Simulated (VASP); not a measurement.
# GeW (Fm-3m) in VASP: further runs, part 2 of 2

VASP 6.6.1. Earlier steps stand in the parts before.

## Step 3: Single point, PBE

This run uses another cell than the first one, of 17.81 Å³/atom, 1.061 times its volume.

INCAR reads:

```
PREC = Accurate ; ENCUT = 520
EDIFF = 1E-7 ; ISMEAR = -1
SIGMA = 0.05 ; LREAL = F
LASPH = T ; NELM = 60
ALGO = Normal ; ISIF = 2
LWAVE = F ; LCHARG = F
GGA = PE ; NBANDS = 21
```

KPOINTS reads:

```
Automatic mesh
0
Gamma
  9 9 9
```

POSCAR reads:

```
GeW
1.0
    0.0000000000      2.6115298109      2.6115298109
    2.6115298109      0.0000000000      2.6115298109
    2.6115298109      2.6115298109      0.0000000000
Ge W
1 1
Direct
    0.5000000000      0.5000000000      0.5000000000
    0.0000000000      0.0000000000      0.0000000000
```

Potentials or basis: VASP PAW PBE potentials, release 64 (Ge_d, W_sv).

Started as:

```
> cat potpaw_PBE.64/Ge_d/POTCAR potpaw_PBE.64/W_sv/POTCAR > POTCAR
> mpirun -np 1 vasp_std > vasp.out
```

OUTCAR:

```text
PREC = Accurate
   ENCUT = 520
   EDIFF = 1E-7
   ISMEAR = -1
   LREAL = F
   LASPH = T
   NELM = 60
   ISIF = 2
   GGA = PE

 ion  position               nearest neighbor table
   1  0.500  0.500  0.500-   2 2.61   2 2.61   2 2.61   2 2.61   2 2.61   2 2.61
   2  0.000  0.000  0.000-   1 2.61   1 2.61   1 2.61   1 2.61   1 2.61   1 2.61

  LATTYP: Found a face centered cubic cell.
 ALAT       =     5.2230596218

  Lattice vectors:

 A1 = (   0.0000000000,   2.6115298109,   2.6115298109)
 A2 = (   2.6115298109,   0.0000000000,   2.6115298109)
 A3 = (   2.6115298109,   2.6115298109,   0.0000000000)

Analysis of symmetry for initial positions (statically):
=====================================================================
 Subroutine PRICEL returns:
 Original cell was already a primitive cell.

 Routine SETGRP: Setting up the symmetry group for a
 face centered cubic supercell.

 Subroutine GETGRP returns: Found 48 space group operations
 (whereof 48 operations were pure point group operations)
 out of a pool of 48 trial point group operations.

The static configuration has the point symmetry O_h .

Analysis of symmetry for dynamics (positions and initial velocities):
=====================================================================
 Subroutine PRICEL returns:
 Original cell was already a primitive cell.

 Routine SETGRP: Setting up the symmetry group for a
 face centered cubic supercell.

 Subroutine GETGRP returns: Found 48 space group operations
 (whereof 48 operations were pure point group operations)
 out of a pool of 48 trial point group operations.

The dynamic configuration has the point symmetry O_h .

 Subroutine INISYM returns: Found 48 space group operations
 (whereof 48 operations are pure point group operations),
 and found     1 'primitive' translations

----------------------------------------------------------------------------------------

                                     Primitive cell

  volume of cell :      35.6217

  direct lattice vectors                    reciprocal lattice vectors
     0.000000000  2.611529811  2.611529811    -0.191458661  0.191458661  0.191458661
     2.611529811  0.000000000  2.611529811     0.191458661 -0.191458661  0.191458661
     2.611529811  2.611529811  0.000000000     0.191458661  0.191458661 -0.191458661

  length of vectors
     3.693260877  3.693260877  3.693260877     0.331616128  0.331616128  0.331616128

  position of ions in fractional coordinates (direct lattice)
     0.500000000  0.500000000  0.500000000
     0.000000000  0.000000000  0.000000000

  ion indices of the primitive-cell ions
   primitive index   ion index
                 1           1
                 2           2

----------------------------------------------------------------------------------------

 KPOINTS: Automatic mesh

Automatic generation of k-mesh.
 Grid dimensions read from file:
 generate k-points for:    9    9    9

 Generating k-lattice:

  Cartesian coordinates                     Fractional coordinates (reciprocal lattice)
    -0.021273185  0.021273185  0.021273185     0.111111111  0.000000000  0.000000000
     0.021273185 -0.021273185  0.021273185     0.000000000  0.111111111  0.000000000
     0.021273185  0.021273185 -0.021273185     0.000000000  0.000000000  0.111111111

  Length of vectors
     0.036846236  0.036846236  0.036846236

  Shift w.r.t. Gamma in fractional coordinates (k-lattice)
     0.000000000  0.000000000  0.000000000

 Subroutine IBZKPT returns following result:
 ===========================================

 Found     35 irreducible k-points:

 Following reciprocal coordinates:
            Coordinates               Weight
  0.000000  0.000000  0.000000      1.000000
  0.111111  0.000000  0.000000      8.000000
  0.222222  0.000000  0.000000      8.000000
  0.333333  0.000000  0.000000      8.000000
  0.444444  0.000000  0.000000      8.000000
  0.111111  0.111111  0.000000      6.000000
[... 16 lines left out ...]
 -0.333333  0.333333  0.000000     12.000000
  0.444444  0.444444  0.000000      6.000000
 [... further k-points ...]
   k-points           NKPTS =     35   k-points in BZ     NKDIM =     35   number of bands    NBANDS=     21
   number of dos      NEDOS =    301   number of ions     NIONS =      2
   total plane-waves  NPLWV =  21952
   dimension x,y,z NGX =    28 NGY =   28 NGZ =   28
   dimension x,y,z NGXF=    56 NGYF=   56 NGZF=   56
   ions per type =               1   1
   NGX,Y,Z   is equivalent  to a cutoff of  12.60, 12.60, 12.60 a.u.
   NGXF,Y,Z  is equivalent  to a cutoff of  25.21, 25.21, 25.21 a.u.
 SYSTEM =  unknown system
   PREC   = accura    normal or accurate (medium, high low for compatibility)
   ISTART =      0    job   : 0-new  1-cont  2-samecut
   ICHARG =      2    charge: 1-file 2-atom 10-const
   ISPIN  =      1    spin polarized calculation?
   LNONCOLLINEAR =      F non collinear calculations
   LSORBIT =      F    spin-orbit coupling
   LASPH  =      T    aspherical Exc in radial PAW
   ENCUT  =  520.0 eV  38.22 Ry    6.18 a.u.   6.87  6.87  6.87*2*pi/ulx,y,z
   NELM   =     60;   NELMIN=  2; NELMDL= -5     # of ELM steps
   EDIFF  = 0.1E-06   stopping-criterion for ELM
   LREAL  =      F    real-space projection
   EDIFFG = 0.1E-05   stopping-criterion for IOM
   NSW    =      0    number of steps for IOM
   IBRION =     -1    ionic relax: 0-MD 1-quasi-New 2-CG
   NFREE  =      0    steps in history (QN), initial steepest desc. (CG)
   ISIF   =      2    stress and relaxation
   ISYM   =      2    0-nonsym 1-usesym 2-fastsym
   POTIM  = 0.5000    time-step for ionic-motion
   TEBEG  =    0.0;   TEEND  =   0.0 temperature during run
   PSTRESS=    0.0 pullay stress
   NELECT =      28.0000    total number of electrons
   NUPDOWN=      -1.0000    fix difference up-down
   EMIN   =  10.00;   EMAX   =-10.00  energy-range for DOS
   EFERMI =   0.00;   METHOD = LEGACY
   ISMEAR =    -1;   SIGMA  =   0.05  broadening in eV -4-tet -1-fermi 0-gaus
   EFERMI_NEDOS =   21; number of points for ismear=-14 and -15
   IALGO  =     38    algorithm
   IMIX   =      4    mixing-type and parameters
     AMIX     =   0.40;   BMIX     =  1.00
     AMIX_MAG =   1.60;   BMIX_MAG =  1.00
  volume/ion in A,a.u.               =      17.81       120.19
  Fermi-wavevector in a.u.,A,eV,Ry     =   1.510854  2.855100 31.057748  2.282680
  Thomas-Fermi vector in A             =   2.620989
   LORBIT       =      0    0 simple, 1 ext, 2 COOP (PROOUT), +10 PAW based schemes
   GGA     = PE    functional components
   LHFCALC =     F    Hartree Fock is set to
   AEXX    =    0.0000 exact exchange contribution
   IVDW    =     0    specifies the selected vdW correction
   LEPSILON=     F    determine dielectric tensor
   LRPA    =     F    only Hartree local field effects (RPA)
 non-spin polarized calculation
  energy-cutoff  :      520.00
  volume of cell :       35.62
 maximum number of plane-waves:       969
   NGX = 13   NGY = 13   NGZ = 13

 number of electron      28.0000014 magnetization

 Free energy of the ion-electron system (eV)
  ---------------------------------------------------
  ext. energy  EPLUGINS =         0.00000000
  ---------------------------------------------------
  free energy    TOTEN  =       -15.69290230 eV

  energy without entropy =      -15.66843529  energy(sigma->0) =      -15.68066879

 E-fermi :   8.5672     XC(G=0): -12.2085

 val. band max:        8.5256895365   @ k =  -0.3333   0.3333   0.1111
 cond. band min:       8.5704648494   @ k =   0.3333   0.2222   0.0000
 fundamental gap:      0.0447753129
 Fermi energy:         8.5672310343

 k-point     1 :       0.0000    0.0000    0.0000
  band No.  band energies     occupation
      1     -65.9739      2.00000
      2     -30.1451      2.00000
      3     -30.1451      2.00000
      4     -30.1451      2.00000
      5     -15.8455      2.00000
      6     -15.8455      2.00000
[... 13 lines left out ...]
     20      16.8203      0.00000
     21      23.2634      0.00000
[... 529 lines left out ...]
 k-point    24 :       0.4444    0.4444    0.0000
  band No.  band energies     occupation
      1     -65.9706      2.00000
      2     -30.2187      2.00000
      3     -30.1754      2.00000
      4     -30.1754      2.00000
      5     -15.8406      2.00000
      6     -15.8359      2.00000
[... 13 lines left out ...]
     20      20.0301      0.00000
     21      23.0519      0.00000

 [... further k-points ...]

------------------------ aborting loop because EDIFF is reached ----------------------------------------

  FORCE on cell =-STRESS in cart. coord.  units (eV):
  Direction    XX          YY          ZZ          XY          YZ          ZX
  --------------------------------------------------------------------------------------
  -------------------------------------------------------------------------------------
  Total       -1.2967602     -1.2967602     -1.2967602      0.0000000      0.0000000     -0.0000000
  in kB      -58.3250740    -58.3250740    -58.3250740      0.0000000      0.0000000     -0.0000000
  external PRESSURE =     -58.3250740 kB  Pullay stress =       0.0000000 kB

 VOLUME and BASIS-vectors are now :
 -----------------------------------------------------------------------------
  energy-cutoff  :      520.00
  volume of cell :       35.62
      direct lattice vectors                 reciprocal lattice vectors
     0.000000000  2.611529811  2.611529811    -0.191458661  0.191458661  0.191458661
     2.611529811  0.000000000  2.611529811     0.191458661 -0.191458661  0.191458661
     2.611529811  2.611529811  0.000000000     0.191458661  0.191458661 -0.191458661

 POSITION                                       TOTAL-FORCE (eV/Angst)
 -----------------------------------------------------------------------------------
      2.61153      2.61153      2.61153        -0.000000     -0.000000     -0.000000
      0.00000      0.00000      0.00000         0.000000      0.000000      0.000000
 -----------------------------------------------------------------------------------
    total drift:                                0.000000      0.000000      0.000000

  FREE ENERGIE OF THE ION-ELECTRON SYSTEM (eV)
  ---------------------------------------------------
  free  energy   TOTEN  =       -15.6929022985 eV

  energy  without entropy=      -15.6684352857  energy(sigma->0) =      -15.68066879
```

stdout:

```text
POSCAR found type information on POSCAR GeW
 POSCAR found :  2 types and       2 ions
 scaLAPACK will be used
 LDA part: xc-table for (Slater+PW92), standard interpolation
 POSCAR, INCAR and KPOINTS ok, starting setup
 FFT: planning ... GRIDC
 FFT: planning ... GRID_SOFT
 FFT: planning ... GRID
 WAVECAR not read
 entering main loop
```

It took 21 s on 1 thread of Intel Xeon 6975P-C, shared host; peak memory 0.17 GiB.

Results:

| Quantity | Value |
| --- | --- |
| Free energy | -15.6929 eV |
| Pressure | -5.8 GPa |
| Band gap on the k mesh | zero (band 14 reaches 9.05 eV, above the bottom of band 15 at 7.46 eV) |

Levels at points of the mesh, in eV from the Fermi level:
| k point | band 11 | band 12 | band 13 | band 14 | band 15 | band 16 | band 17 | band 18 |
| --- | --- | --- | --- | --- | --- | --- | --- | --- |
| (0.00, 0.00, 0.00) | -1.51 | -1.51 | -1.51 | -0.84 | -0.84 | 2.34 | 2.34 | 2.34 |

Caveat: spin-orbit coupling is left out, which moves the levels of the heavy elements.
